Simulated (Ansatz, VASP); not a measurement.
Two plane-wave programs on GdO

File INCAR:

```
PREC = Accurate
ENCUT = 520
EDIFF = 1E-8
ISMEAR = -1
SIGMA = 0.08
LREAL = False
LASPH = True
NELM = 150
ALGO = Normal
ISIF = 2
LWAVE = False
LCHARG = False
ISPIN = 2
MAGMOM = 7 0
LORBIT = 11
LMAXMIX = 6
GGA = PS
LEFG = True
NBANDS = 23
```

KPOINTS

```
Automatic mesh
0
Gamma
  13 13 13
```

The input POSCAR:

```
GdO
1.0
    0.0000000000      2.6415636100      2.6415636100
    2.6415636100      0.0000000000      2.6415636100
    2.6415636100      2.6415636100      0.0000000000
Gd O
1 1
Direct
    0.0000000000      0.0000000000      0.0000000000
    0.7500000000      0.7500000000      0.7500000000
```

Input for Ansatz:

```yaml
crystal:
  lattice:
    - [0.0, 2.64156361, 2.64156361]
    - [2.64156361, 0.0, 2.64156361]
    - [2.64156361, 2.64156361, 0.0]
  atoms:
    - { symbol: Gd, position: [0.0, 0.0, 0.0], spin: 7.0 }
    - { symbol: O, position: [0.75, 0.75, 0.75] }
magnetization:
  spin_polarized: true
kpoints:
  mp_grid: { grid: [13, 13, 13] }
scf:
  occupations: { method: fermi_dirac, width: 0.08 }
hamiltonian:
  xc: pbesol
  pseudopotentials: { kind: paw }
output:
  forces: true
  stress: true
  eigenvalues: true
  efg: { contact_densities: true }
```

Change from the starting cell: volume scaled by 0.9405, PAW files.

Alike in both runs: task electric field gradients; functional PBEsol; k mesh 13 × 13 × 13; occupations fermi-dirac, width 0.08 eV; collinear spin.

|  | VASP | Ansatz |
| --- | --- | --- |
| version | VASP 6.6.1 | Ansatz 0.2.0 |
| potentials or method | VASP PAW PBE potentials, release 64 (Gd, O) | PAW with Ansatz's default frozen-core files, scalar-relativistic |
| plane-wave cutoff (eV) | 520 | 420 |
| valence electrons in the cell | 24 | 24 |

|  | VASP | Ansatz | Ansatz less VASP |
| --- | --- | --- | --- |
| pressure (GPa) | 2.1 | 1.9 | -0.22 |
| net moment per atom (μB) | 3.74 | 3.73 | -0.008 |
| size of the moment on the site where the two differ most (μB) | 6.85 | 6.77 | -0.077 |

VASP's potentials were made for PBE, not for PBEsol. Site moments also hang on the region over which each program counts them. The functional is the same, so the differences come from potentials, cutoffs and numerics.

Neither program's run includes spin-orbit coupling.
